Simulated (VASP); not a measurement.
Runs of VASP 6.6.1 on V. The structure is that of space group Im-3m (No. 229), or close to it. The cells are those of the table. 

```csv
task,cell,cutoff (eV),gap on the mesh (eV),pressure (GPa)
single point,"a = 2.569 Å, angles 109.5°, 1 atom",520,none,(b)
single point,"a = 2.647 Å, angles 109.5°, 1 atom",520,none,-9.4
single point,"a = 2.679 Å, angles 109.5°, 1 atom",520,none,-14.4
single point,"a = 2.621 Å, angles 109.5°, 1 atom",520,none,-4.9
relaxation of cell and atoms,"relaxed from a = 2.623 Å, angles 109.5°, 1 atom",600,none,0.0
single point,"a = 2.487 Å, angles 109.5°, 1 atom",520,none,(a)
single point,"a = 2.515 Å, angles 109.5°, 1 atom",520,none,20.9
single point,"a = 2.543 Å, angles 109.5°, 1 atom",520,none,13.0
```

Alike in all rows: level PBE; potentials or basis VASP PAW PBE potentials, release 64 (V_sv); no spin polarisation; k mesh 20 × 20 × 20; smearing gaussian 0.1 eV.

**Question.** Fill in the values left out.

**Answer.** (a) 30.0; (b) 6.3.

Caveats: the cell stands under pressure (at least some runs); the cell stands under tension (at least some runs).

A gap of «none» marks levels without a gap at the run's occupations.
